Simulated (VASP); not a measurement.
# Sc3Al (P6_3/mmc) in VASP: further runs, part 2 of 2

VASP 6.6.1. The steps go on from the part before.

## 4. Single point, PBEsol

This run uses another cell than the first one, of 20.96 Å³/atom.

INCAR reads:

```
ALGO = Fast
EDIFF = 1E-6
ENCUT = 520
GGA = PS
ISIF = 2
ISMEAR = 0
LASPH = True
LCHARG = True
LELF = True
LREAL = False
LVHAR = True
LWAVE = False
NBANDS = 46
NELM = 80
PREC = Accurate
SIGMA = 0.1
```

KPOINTS reads:

```
k-points
0
Gamma
  6 6 8
```

POSCAR reads:

```
Sc3Al
1.0
    6.2367231900      0.0000000000      0.0000000000
   -3.1183615950      5.4011607189      0.0000000000
    0.0000000000      0.0000000000      4.9779960475
Sc Al
6 2
Direct
    0.8281198148      0.1718801852      0.7500000000
    0.3437603704      0.1718801852      0.7500000000
    0.8281198148      0.6562396296      0.7500000000
    0.1718801852      0.8281198148      0.2500000000
    0.6562396296      0.8281198148      0.2500000000
    0.1718801852      0.3437603704      0.2500000000
    0.6666666667      0.3333333333      0.2500000000
    0.3333333333      0.6666666667      0.7500000000
```

Potentials or basis: VASP PAW PBE potentials, release 64 (Sc_sv, Al).

Launch:

```sh
$ cat potpaw_PBE.64/Sc_sv/POTCAR potpaw_PBE.64/Al/POTCAR > POTCAR
$ mpirun -np 1 vasp_std > vasp.out
```

OUTCAR:

```text
EDIFF = 1E-6
   ENCUT = 520
   GGA = PS
   ISIF = 2
   ISMEAR = 0
   LASPH = True
   LREAL = False
   NELM = 80
   PREC = Accurate

 ion  position               nearest neighbor table
   1  0.828  0.172  0.750-   3 3.02   2 3.02   7 3.04   7 3.04   5 3.11   5 3.11   6 3.11   6 3.11
                             8 3.12   8 3.12   3 3.22   2 3.22
   2  0.344  0.172  0.750-   3 3.02   1 3.02   7 3.04   7 3.04   4 3.11   4 3.11   6 3.11   6 3.11
                             8 3.12   8 3.12   3 3.22   1 3.22
   3  0.828  0.656  0.750-   1 3.02   2 3.02   7 3.04   7 3.04   5 3.11   5 3.11   4 3.11   4 3.11
                             8 3.12   8 3.12   1 3.22   2 3.22
   4  0.172  0.828  0.250-   6 3.02   5 3.02   8 3.04   8 3.04   2 3.11   2 3.11   3 3.11   3 3.11
                             7 3.12   7 3.12   6 3.22   5 3.22
   5  0.656  0.828  0.250-   6 3.02   4 3.02   8 3.04   8 3.04   1 3.11   1 3.11   3 3.11   3 3.11
                             7 3.12   7 3.12   6 3.22   4 3.22
   6  0.172  0.344  0.250-   4 3.02   5 3.02   8 3.04   8 3.04   2 3.11   2 3.11   1 3.11   1 3.11
                             7 3.12   7 3.12   4 3.22   5 3.22
   7  0.667  0.333  0.250-   1 3.04   1 3.04   3 3.04   3 3.04   2 3.04   2 3.04   5 3.12   6 3.12
                             4 3.12   4 3.12   5 3.12   6 3.12
   8  0.333  0.667  0.750-   4 3.04   4 3.04   6 3.04   6 3.04   5 3.04   5 3.04   2 3.12   3 3.12
                             1 3.12   1 3.12   2 3.12   3 3.12

  LATTYP: Found a hexagonal cell.
 ALAT       =     6.2367231900
 C/A-ratio  =     0.7981749223

  Lattice vectors:

 A1 = (   6.2367231900,   0.0000000000,   0.0000000000)
 A2 = (  -3.1183615950,   5.4011607189,   0.0000000000)
 A3 = (   0.0000000000,   0.0000000000,   4.9779960475)

Analysis of symmetry for initial positions (statically):
=====================================================================
 Subroutine PRICEL returns:
 Original cell was already a primitive cell.

 Routine SETGRP: Setting up the symmetry group for a
 hexagonal supercell.

 Subroutine GETGRP returns: Found 24 space group operations
 (whereof 12 operations were pure point group operations)
 out of a pool of 24 trial point group operations.

The static configuration has the point symmetry D_3d.
 The point group associated with its full space group is D_6h.

Analysis of symmetry for dynamics (positions and initial velocities):
=====================================================================
 Subroutine PRICEL returns:
 Original cell was already a primitive cell.

 Routine SETGRP: Setting up the symmetry group for a
 hexagonal supercell.

 Subroutine GETGRP returns: Found 24 space group operations
 (whereof 12 operations were pure point group operations)
 out of a pool of 24 trial point group operations.

The dynamic configuration has the point symmetry D_3d.
 The point group associated with its full space group is D_6h.

 Subroutine INISYM returns: Found 24 space group operations
 (whereof 12 operations are pure point group operations),
 and found     1 'primitive' translations

----------------------------------------------------------------------------------------

                                     Primitive cell

  volume of cell :     167.6865

  direct lattice vectors                    reciprocal lattice vectors
[... 56 lines left out ...]
  0.000000  0.000000  0.000000      1.000000
  0.166667  0.000000  0.000000      6.000000
  0.333333  0.000000  0.000000      6.000000
  0.500000  0.000000  0.000000      3.000000
  0.166667  0.166667  0.000000      6.000000
  0.333333  0.166667  0.000000     12.000000
[... 16 lines left out ...]
  0.166667  0.000000  0.375000     12.000000
  0.333333  0.000000  0.375000     12.000000
 [... further k-points ...]
   k-points           NKPTS =     35   k-points in BZ     NKDIM =     35   number of bands    NBANDS=     46
   number of dos      NEDOS =    301   number of ions     NIONS =      8
   total plane-waves  NPLWV =  92160
   dimension x,y,z NGX =    48 NGY =   48 NGZ =   40
   dimension x,y,z NGXF=    96 NGYF=   96 NGZF=   80
   ions per type =               6   2
   NGX,Y,Z   is equivalent  to a cutoff of  12.79, 12.79, 13.36 a.u.
   NGXF,Y,Z  is equivalent  to a cutoff of  25.59, 25.59, 26.72 a.u.
 SYSTEM =  unknown system
   PREC   = accura    normal or accurate (medium, high low for compatibility)
   ISTART =      0    job   : 0-new  1-cont  2-samecut
   ICHARG =      2    charge: 1-file 2-atom 10-const
   ISPIN  =      1    spin polarized calculation?
   LNONCOLLINEAR =      F non collinear calculations
   LSORBIT =      F    spin-orbit coupling
   LASPH  =      T    aspherical Exc in radial PAW
   ENCUT  =  520.0 eV  38.22 Ry    6.18 a.u.  11.60 11.60  9.26*2*pi/ulx,y,z
   NELM   =     80;   NELMIN=  2; NELMDL= -5     # of ELM steps
   EDIFF  = 0.1E-05   stopping-criterion for ELM
   LREAL  =      F    real-space projection
[... 7 lines left out ...]
   TEBEG  =    0.0;   TEEND  =   0.0 temperature during run
   PSTRESS=    0.0 pullay stress
   NELECT =      72.0000    total number of electrons
   NUPDOWN=      -1.0000    fix difference up-down
   EMIN   =  10.00;   EMAX   =-10.00  energy-range for DOS
   EFERMI =   0.00;   METHOD = LEGACY
   ISMEAR =     0;   SIGMA  =   0.10  broadening in eV -4-tet -1-fermi 0-gaus
   EFERMI_NEDOS =   21; number of points for ismear=-14 and -15
   IALGO  =     68    algorithm
   IMIX   =      4    mixing-type and parameters
     AMIX     =   0.40;   BMIX     =  1.00
     AMIX_MAG =   1.60;   BMIX_MAG =  1.00
  volume/ion in A,a.u.               =      20.96       141.45
  Fermi-wavevector in a.u.,A,eV,Ry     =   1.235055  2.333915 20.753794  1.525361
  Thomas-Fermi vector in A             =   2.369720
   LORBIT       =      0    0 simple, 1 ext, 2 COOP (PROOUT), +10 PAW based schemes
   GGA     = PS    functional components
   LHFCALC =     F    Hartree Fock is set to
   AEXX    =    0.0000 exact exchange contribution
   IVDW    =     0    specifies the selected vdW correction
   LEPSILON=     F    determine dielectric tensor
   LRPA    =     F    only Hartree local field effects (RPA)
 non-spin polarized calculation
 RMM-DIIS sequential band-by-band and
 Gauss-broadening in eV      SIGMA  =   0.10
  energy-cutoff  :      520.00
  volume of cell :      167.69
 maximum number of plane-waves:      4554
 NGX is ok and might be reduce to    48
   NGX = 23   NGY = 23   NGZ = 19

 number of electron      71.9999999 magnetization

 Free energy of the ion-electron system (eV)
  ---------------------------------------------------
  ext. energy  EPLUGINS =         0.00000000
  ---------------------------------------------------
  free energy    TOTEN  =       -50.04336965 eV

  energy without entropy =      -49.98157384  energy(sigma->0) =      -50.01247174

 E-fermi :   4.8035     XC(G=0): -10.3565

 val. band max:        4.7979475768   @ k =   0.3333   0.1667   0.1250
 cond. band min:       4.8109407269   @ k =   0.0000   0.0000   0.1250
 fundamental gap:      0.0129931501
 Fermi energy:         4.8034929808

 k-point     1 :       0.0000    0.0000    0.0000
  band No.  band energies     occupation
      1     -44.3311      2.00000
      2     -44.2554      2.00000
      3     -44.2542      2.00000
      4     -44.2542      2.00000
      5     -44.2178      2.00000
      6     -44.2178      2.00000
[... 1165 lines left out ...]
     45       6.7379      0.00000
     46       6.7887      0.00000

 [... further k-points ...]

------------------------ aborting loop because EDIFF is reached ----------------------------------------

  FORCE on cell =-STRESS in cart. coord.  units (eV):
  Direction    XX          YY          ZZ          XY          YZ          ZX
  --------------------------------------------------------------------------------------
  -------------------------------------------------------------------------------------
  Total        0.0932643      0.0932643      0.0437362      0.0000000      0.0000000      0.0000000
  in kB        0.8911027      0.8911027      0.4178821      0.0000000      0.0000000      0.0000000
  external PRESSURE =       0.7333625 kB  Pullay stress =       0.0000000 kB

 VOLUME and BASIS-vectors are now :
 -----------------------------------------------------------------------------
  energy-cutoff  :      520.00
  volume of cell :      167.69
      direct lattice vectors                 reciprocal lattice vectors
     6.236723190  0.000000000  0.000000000     0.160340610  0.092572694  0.000000000
    -3.118361595  5.401160719  0.000000000     0.000000000  0.185145389  0.000000000
     0.000000000  0.000000000  4.977996047     0.000000000  0.000000000  0.200884049

 POSITION                                       TOTAL-FORCE (eV/Angst)
 -----------------------------------------------------------------------------------
      4.62877      0.92835      3.73350         0.000501     -0.000289      0.000000
      1.60795      0.92835      3.73350        -0.000501     -0.000289     -0.000000
      3.11836      3.54446      3.73350         0.000000      0.000579      0.000000
     -1.51041      4.47281      1.24450        -0.000501      0.000289      0.000000
      1.51041      4.47281      1.24450         0.000501      0.000289      0.000000
      0.00000      1.85671      1.24450         0.000000     -0.000579     -0.000000
      3.11836      1.80039      1.24450         0.000000      0.000000      0.000000
     -0.00000      3.60077      3.73350        -0.000000      0.000000      0.000000
 -----------------------------------------------------------------------------------
    total drift:                               -0.000000      0.000000     -0.000000

  FREE ENERGIE OF THE ION-ELECTRON SYSTEM (eV)
  ---------------------------------------------------
  free  energy   TOTEN  =       -50.0433696490 eV

  energy  without entropy=      -49.9815738388  energy(sigma->0) =      -50.01247174
```

It took 3.1 min on 1 thread of Intel Xeon 6975P-C (Granite Rapids), shared host; peak memory 0.41 GiB.

What came out:

```
Free energy            : -50.0434 eV
Pressure               : 0.1 GPa
Band gap on the k mesh : zero (bands 36 and 37 overlap by 0.66 eV)
```

Caveat: the PAW data sets were made with another functional, which shifts forces and pressure a little.

## 5. Single point, PBEsol (21.59 Å³/atom)

This run uses another cell than the first one, of 21.59 Å³/atom.

INCAR reads:

```
SYSTEM = Sc3Al
ALGO = Fast
EDIFF = 1E-6
ENCUT = 520
GGA = PS
ISIF = 2
ISMEAR = 0
LASPH = .True.
LCHARG = .False.
LREAL = .False.
LWAVE = .False.
NBANDS = 46
NELM = 80
PREC = Accurate
SIGMA = 0.1
```

KPOINTS reads:

```
k-points
0
Gamma
  6 6 8
  0 0 0
```

Changes to POSCAR since step 4:

```diff
@@ -2,5 +2,5 @@
 1.0
-    6.2367231900      0.0000000000      0.0000000000
-   -3.1183615950      5.4011607189      0.0000000000
-    0.0000000000      0.0000000000      4.9779960475
+    6.2984769407      0.0000000000      0.0000000000
+   -3.1492384704      5.4546410358      0.0000000000
+    0.0000000000      0.0000000000      5.0272863427
 Sc Al
```

Launch:

```sh
$ cat potpaw_PBE.64/Sc_sv/POTCAR potpaw_PBE.64/Al/POTCAR > POTCAR
$ mpirun -np 1 vasp_std > vasp.out
```

It took 3.2 min on 1 thread of Intel Xeon 6975P-C (Granite Rapids), shared host; peak memory 0.41 GiB.

It converged, with:

```yaml
Free_energy: -50.0165 eV
Pressure: -1.8 GPa
Largest_force: 0.007 eV/Å
Band_gap_on_the_k_mesh: zero (bands 36 and 37 overlap by 0.64 eV)
```

Forces on the atoms (eV/Å):
```
Sc   0.006 -0.003  0.000
Sc  -0.006 -0.003  0.000
Sc   0.000  0.007  0.000
Sc  -0.006  0.003  0.000
Sc   0.006  0.003  0.000
Sc   0.000 -0.007  0.000
Al   0.000  0.000  0.000
Al   0.000  0.000  0.000
```

Levels at points of the mesh, in eV from the Fermi level:
| k point | band 34 | band 35 | band 36 | band 37 | band 38 | band 39 | band 40 | band 41 |
| --- | --- | --- | --- | --- | --- | --- | --- | --- |
| (0.00, 0.00, 0.00) | -0.51 | -0.51 | -0.24 | -0.23 | -0.23 | -0.16 | 0.16 | 1.23 |
| (0.50, 0.00, 0.00) | -0.39 | -0.39 | -0.12 | -0.08 | 0.15 | 0.20 | 1.02 | 1.03 |
| (0.00, 0.00, 0.50) | -0.42 | -0.42 | -0.42 | -0.31 | -0.31 | 0.44 | 0.44 | 0.91 |
| (0.50, 0.00, 0.50) | -0.88 | 0.29 | 0.29 | 0.48 | 0.48 | 0.56 | 0.56 | 0.70 |

Caveat: the PAW data sets were made with another functional, which shifts forces and pressure a little.

## 6. Overview

```csv
cell,gap on the mesh (eV),pressure (GPa),largest force (eV/Å)
"a = 6.174, b = 6.174, c = 4.928 Å, angles 90.0, 90.0, 120.0°, 8 atoms",none,2.3,0.01
"a = 6.237, b = 6.237, c = 4.978 Å, angles 90.0, 90.0, 120.0°, 8 atoms",none,0.1,-
"a = 6.298, b = 6.298, c = 5.027 Å, angles 90.0, 90.0, 120.0°, 8 atoms",none,-1.8,0.01
```

Alike in all rows: task single point; level PBEsol; potentials or basis VASP PAW PBE potentials, release 64 (Sc_sv, Al); no spin polarisation; k mesh 6 × 6 × 8; cutoff (eV) 520; smearing gaussian 0.1 eV.

Caveats: the PAW data sets were made with another functional, which shifts forces and pressure a little.

Total energies depend on the potentials used, so only differences within one code and one set of settings carry meaning.
